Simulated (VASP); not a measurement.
A run of VASP 6.6.1 is set up as follows.

INCAR

```
ALGO = Normal
EDIFF = 1E-6
EDIFFG = -0.04
ENCUT = 600
GGA = PE
IBRION = 2
ISIF = 3
ISMEAR = 0
LASPH = T
LCHARG = F
LREAL = F
LWAVE = F
NELM = 80
NSW = 90
PREC = Accurate
SIGMA = 0.1
```

File KPOINTS:

```
k-points
0
Gamma
  4 4 4
```

Contents of POSCAR:

```
TeS2
1.0
   -3.5742368859      3.5742368859      2.9751989199
    3.5742368859     -3.5742368859      2.9751989199
    3.5742368859      3.5742368859     -2.9751989199
Te S
2 4
Direct
    0.2500000000      0.2500000000      0.0000000000
    0.7500000000      0.7500000000      0.0000000000
    0.6670000000      0.1670000000      0.8340000000
    0.1670000000      0.3330000000      0.5000000000
    0.3330000000      0.8330000000      0.1660000000
    0.8330000000      0.6670000000      0.5000000000
```

Potentials or basis: VASP PAW PBE potentials, release 64 (Te, S).

Command:

```console
$ cat potpaw_PBE.64/Te/POTCAR potpaw_PBE.64/S/POTCAR > POTCAR
$ mpirun -np 1 vasp_std > vasp.out
```

Question: Predict the relaxed cell.

Answer: a = 5.561 Å, b = 5.561 Å, c = 5.561 Å, α = 112.08°, β = 112.08°, γ = 104.36°.

Question: Estimate the space group after relaxing (to 0.1 Å).

Answer: I4/mcm (No. 140).

Question: What does it give for the band gap on the k mesh?

Answer: Zero (bands 18 and 19 overlap by 0.61 eV).

Question: Estimate the relaxed volume.

Answer: 21.93 Å³/atom.

Final structure:
```
Te S
1.0
    -3.10620    3.10620    3.40969
     3.10620   -3.10620    3.40969
     3.10620    3.10620   -3.40969
Te S
2 4
Cartesian
  0.0000 0.0000 1.7048
  0.0000 0.0000 5.1145
  1.1530 4.2592 0.0000
  1.9532 1.1530 0.0000
  1.9532 -1.1530 3.4097
  1.1530 1.9532 3.4097
```

Caveat: spin-orbit coupling is left out, which moves the levels of the heavy elements.
